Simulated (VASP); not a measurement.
## WAu: single point with r2SCAN

WAu:

```
W Au
1.0
     0.00000    2.74509    2.74509
     2.74509    0.00000    2.74509
     2.74509    2.74509    0.00000
W Au
1 1
Cartesian
  0.0000 0.0000 0.0000
  4.1176 4.1176 4.1176
```

| Quantity | Value |
| --- | --- |
| Program | VASP 6.6.1 |
| Task | single point |
| Functional | r2SCAN |
| Potentials or basis | VASP PAW PBE potentials, release 64 (W_sv, Au) |
| Cutoff | 520 eV |
| k mesh | 8 × 8 × 8 |
| Occupations | fermi-dirac, width 0.05 eV |
| Spin | no spin polarisation |

```yaml
Pressure: 31.1 GPa
Band_gap_on_the_k_mesh: zero (an odd number of electrons rules out a gap without spin polarisation)
```

Levels at points of the mesh, in eV from the Fermi level:
| k point | band 9 | band 10 | band 11 | band 12 | band 13 | band 14 | band 15 | band 16 | band 17 | band 18 |
| --- | --- | --- | --- | --- | --- | --- | --- | --- | --- | --- |
| (0.00, 0.00, 0.00) | -6.68 | -6.68 | -0.93 | -0.93 | -0.93 | 2.25 | 2.25 | 9.90 | 12.40 | 12.40 |
| (0.50, 0.00, 0.00) | -6.77 | -5.89 | -2.27 | -0.24 | -0.24 | 1.92 | 1.92 | 2.79 | 9.44 | 9.47 |
| (0.50, 0.50, 0.00) | -6.03 | -4.53 | -3.30 | 0.45 | 1.66 | 2.04 | 2.04 | 3.87 | 3.87 | 3.92 |

It took 2 min on 1 thread of Intel(R) Xeon(R) Platinum 8488C (Sapphire Rapids), with other jobs on the host, peak memory 0.18 GiB.

Caveat: the cell stands under pressure; the PAW data sets were made with another functional, which shifts forces and pressure a little; spin-orbit coupling is left out, which moves the levels of the heavy elements.
